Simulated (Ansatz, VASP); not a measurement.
## Ag in VASP and in Ansatz

The input INCAR:

```
  PREC = Accurate
  ENCUT = 520
  EDIFF = 1E-6
  ISMEAR = 0
  SIGMA = 0.15
  LREAL = False
  LASPH = True
  NELM = 60
  ALGO = Fast
  ISIF = 2
  LWAVE = False
  LCHARG = False
  GGA = PS
  NBANDS = 12
```

The input KPOINTS:

```
Automatic mesh
0
Gamma
  20 20 20
```

POSCAR

```
Ag
1.0
   -1.7881063200      1.7881063200      1.5894278400
    1.7881063200     -1.7881063200      1.5894278400
    1.7881063200      1.7881063200     -1.5894278400
Ag
1
Direct
    0.0000000000      0.0000000000      0.0000000000
```

Input for Ansatz:

```yaml
crystal:
  lattice:
    - [-1.78810632, 1.78810632, 1.58942784]
    - [1.78810632, -1.78810632, 1.58942784]
    - [1.78810632, 1.78810632, -1.58942784]
  atoms:
    - { symbol: Ag, position: [0.0, 0.0, 0.0] }
basis:
  ecutwfc: 420
kpoints:
  mp_grid: { grid: [20, 20, 20] }
hamiltonian:
  xc: pbesol
scf:
  occupations: { method: gaussian, width: 0.15 }
output:
  forces: true
  stress: true
  eigenvalues: true
```

Change from the starting cell: strain +0.080 along x and y, -0.040 along z, atoms carried along.

Alike in both runs: task single point; functional PBEsol; k mesh 20 × 20 × 20; occupations gaussian, width 0.15 eV; no spin polarisation.

```csv
,VASP,Ansatz
version,VASP 6.6.1,Ansatz 0.2.0
potentials or method,"VASP PAW PBE potentials, release 64 (Ag), cutoff 520 eV","scalar-relativistic, plane waves, PAW"
valence electrons in the cell,11,19
```

VASP gave:

- gap on the k mesh at the Fermi level (eV): none
- pressure (GPa): -12.8
- traceless stress, the component that is largest in VASP (GPa): -0.26

**Question.** Estimate Ansatz's values.

**Answer.** gap on the k mesh at the Fermi level (eV): none; pressure (GPa): -12.8; traceless stress, the component that is largest in VASP (GPa): -0.27.

VASP's potentials were made for PBE, not for PBEsol. A gap of «none» marks a metal or a gap that the smearing closes. VASP's potentials hold 11 valence electrons a cell and Ansatz's 19, so a difference there can come from the potentials and not from the codes.
